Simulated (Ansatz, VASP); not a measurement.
## Two plane-wave programs on MgS

```
Mg S
1.0
     3.52033    0.00000    0.00000
     0.00000    3.52033    0.00000
     0.00000    0.00000    3.52033
Mg S
1 1
Direct
  0.50000 0.50000 0.50000
  0.00000 0.00000 0.00000
```

Change from the starting cell: species swapped into the TaRu type (Pm-3m, No. 221).

Alike in both runs: task relaxation of cell and atoms; functional PBE; k mesh 6 × 6 × 6; occupations gaussian, width 0.1 eV; no spin polarisation.

|  | VASP | Ansatz |
| --- | --- | --- |
| version | VASP 6.6.1 | Ansatz 0.2.0 |
| potentials or method | VASP PAW PBE potentials, release 64 (Mg, S), cutoff 600 eV | scalar-relativistic, plane waves, PAW |
| valence electrons in the cell | 8 | 16 |

Ansatz gave:

| Quantity | Value |
| --- | --- |
| gap on the k mesh at the Fermi level, each at its own relaxed structure (eV) | none |
| relaxed volume (Å³/atom) | 17.58 |
| relaxed cell length with the largest relative difference (Å) | 3.276 |

Problem. Estimate VASP's values.

Solution. gap on the k mesh at the Fermi level, each at its own relaxed structure (eV): none; relaxed volume (Å³/atom): 17.48; relaxed cell length with the largest relative difference (Å): 3.270.

A gap of «none» marks a metal or a gap that the smearing closes. VASP's potentials hold 8 valence electrons a cell and Ansatz's 16, so a difference there can come from the potentials and not from the codes.

Noted on VASP's run: the volume moved by over 15 % at a fixed basis, so the end points are rough.
